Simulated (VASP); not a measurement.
Wanted: the native input for a VASP 6.6.1 run.

```yaml
Task: single point
Functional: LDA
Potentials_or_basis: VASP PAW LDA potentials, release 64 (Re, S)
Cutoff: 520 eV
k_mesh: 4 × 4 × 1
Occupations: gaussian, width 0.01 eV
Spin: no spin polarisation
Dipole_correction: no
Further_INCAR_settings: ALGO = Normal; EDIFF = 1e-06; NBANDS = 94; NELMDL = -8
```

The structure of ReS2 lies in POSCAR:

```
ReS2
1.0
    6.2971963801     -0.0070283613      0.0000000000
    3.0861475235      5.6045564958      0.0000000000
    0.0000000000      0.0000000000     23.0000000000
Re S
8 16
Direct
    0.2599904782      0.1783559710      0.3667337334
    0.3826988648      0.5526752851      0.3713786455
    0.8333221830      0.1513039227      0.3684421521
    0.8093674379      0.5800343029      0.3696175270
    0.1481137235      0.9178019915      0.6286213532
    0.2708220879      1.2921212724      0.6332662737
    0.7214451648      0.8904430214      0.6303824717
    0.6974903997      1.3191734116      0.6315578539
    1.0052004520      0.7696332336      0.3180424199
    0.4662931705      0.8010612393      0.3108220727
    0.1762280023      0.9298382093      0.4271518748
    0.1370542918      0.4711060729      0.4368304296
    0.6375698539      0.9617836557      0.4198731829
    0.9661378498      0.3073654618      0.2936716259
    0.6762406681      0.4247612645      0.4445144593
    0.5055827070      0.2601706144      0.3013828182
    0.8932427343      1.5086937108      0.5801268338
    0.3545845632      1.5406391454      0.5728481243
    0.0645194765      1.6694160953      0.6891779128
    0.0252297891      1.2103067589      0.6986171896
    0.5256121425      1.7008441386      0.6819576030
    0.8545719152      1.0457162115      0.5554855204
    0.5646747522      1.1631119327      0.7063283607
    0.3937583014      0.9993713059      0.5631695612
```

The input as run:

INCAR

```
SYSTEM = ReS2
PREC = Accurate
ENCUT = 520
EDIFF = 1E-6
ISMEAR = 0
SIGMA = 0.01
LREAL = .False.
LASPH = .True.
NELM = 120
ALGO = Normal
ISIF = 2
LWAVE = .False.
LCHARG = .False.
GGA = CA
NBANDS = 94
GGA_COMPAT = .False.
NELMDL = -8
```

KPOINTS

```
Automatic mesh
0
Gamma
  4 4 1
  0 0 0
```

Potentials or basis: VASP PAW LDA potentials, release 64 (Re, S).

Launch:

```console
$ cat potpaw_LDA.64/Re/POTCAR potpaw_LDA.64/S/POTCAR > POTCAR
$ mpirun -np 1 vasp_std > vasp.out
```

It gave:

* Largest force: 0.166 eV/Å
* Band gap on the k mesh: 1.36 eV

Caveat: spin-orbit coupling is left out, which moves the levels of the heavy elements.

Wall time 41 min on 1 thread of Intel(R) Xeon(R) 6975P-C (Granite Rapids) (shared host), peak memory 0.88 GiB.
